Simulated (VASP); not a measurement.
Here is a VASP 6.6.1 calculation.

INCAR

```
PREC = Accurate
ENCUT = 600
EDIFF = 1E-6
ISMEAR = 0
SIGMA = 0.01
LREAL = F
LASPH = T
NELM = 100
ALGO = Normal
ISIF = 3
LWAVE = F
LCHARG = F
GGA = PE
IBRION = 2
NSW = 100
EDIFFG = -0.01
```

File KPOINTS:

```
regular mesh
0
Gamma
  6 6 6
```

The input POSCAR:

```
MgCdTe3
1.0
    3.9611358596      2.2869628548      3.2432174264
   -3.9611358596      2.2869628548      3.2432174264
    0.0000000000     -4.5739257097      3.2432174264
Mg Cd Te
1 1 3
Direct
    0.5000000000      0.5000000000      0.5000000000
    0.0000000000      0.0000000000      0.0000000000
    0.1534272207      0.5000000000      0.8465727793
    0.8465727793      0.1534272207      0.5000000000
    0.5000000000      0.8465727793      0.1534272207
```

Potentials or basis: VASP PAW PBE potentials, release 64 (Mg, Cd, Te).

Command:

```console
$ cat potpaw_PBE.64/Mg/POTCAR potpaw_PBE.64/Cd/POTCAR potpaw_PBE.64/Te/POTCAR > POTCAR
$ mpirun -np 1 vasp_std > vasp.out
```

Task: Estimate the band gap on the k mesh.

Result: Zero (bands 16 and 17 overlap by 0.48 eV).

Task: Predict the relaxed cell.

Result: a = 5.614 Å, b = 5.614 Å, c = 5.614 Å, α = 89.88°, β = 89.88°, γ = 89.88°.

Task: What does it give for the space group after relaxing (to 0.1 Å)?

Result: R32 (No. 155).

Step by step:
```csv
step,energy change (eV),largest force (eV/Å),pressure (GPa),volume (Å³)
1,0.0000,0.0633,0.19,176.28
2,-0.0009,0.0263,-0.05,177.37
3,-0.0009,0.0277,-0.04,177.32
4,-0.0010,0.0189,-0.02,177.20
5,-0.0012,0.0023,0.00,176.98
6,-0.0012,0.0012,0.00,176.95
```

Caveat: semilocal functionals underestimate gaps, and a narrow one can read as zero; spin-orbit coupling is left out, which moves the levels of the heavy elements.
